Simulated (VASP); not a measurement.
HfO2: single point with PBE

The system is HfO2.

```
Hf O
1.0
     0.00000    2.55750    2.55750
     2.55750    0.00000    2.55750
     2.55750    2.55750    0.00000
Hf O
1 2
Direct
  0.98534 0.01466 0.01466
  0.25000 0.25000 0.25000
  0.75000 0.75000 0.75000
```

This cell differs from its parent crystal: all Hf atoms moved +0.075 Å, as atom 1 along Cartesian [1 0 0].

* Program: VASP 6.6.1
* Task: single point
* Functional: PBE
* Potentials or basis: VASP PAW PBE potentials, release 64 (Hf_pv, O)
* Cutoff: 520 eV
* k mesh: 8 × 8 × 8
* Occupations: gaussian, width 0.05 eV
* Spin: no spin polarisation

```
Pressure               : -5.4 GPa
Largest force          : 0.310 eV/Å
Band gap on the k mesh : 3.73 eV, direct
```

Forces on the atoms (eV/Å):
```
Hf  -0.310  0.000  0.000
O    0.155  0.000  0.000
O    0.155  0.000  0.000
```

Stress tensor (GPa, compression positive):
```
-5.36  0.00  0.00
 0.00 -5.45  0.00
 0.00  0.00 -5.45
```

Levels at points of the mesh, in eV from the valence-band top:
```tsv
k point	band 9	band 10	band 11	band 12	band 13	band 14
(0.00, 0.00, 0.00)	-0.69	-0.62	-0.62	3.80	3.92	5.60
(0.50, 0.00, 0.00)	-2.67	-1.83	-1.83	4.50	4.53	6.67
(0.50, 0.50, 0.00)	-1.57	-1.47	0.00	3.73	5.34	6.37
(0.00, 0.50, 0.50)	-1.50	-1.50	-0.04	3.73	5.35	6.46
```

Wall time 58 s on 1 thread of AMD EPYC 7R13 (shared host), peak memory 0.15 GiB.

Caveat: the cell differs from its parent crystal (all Hf atoms moved +0.075 Å, as atom 1 along Cartesian [1 0 0]); spin-orbit coupling is left out, which moves the levels of the heavy elements. A k mesh can miss the band edges.
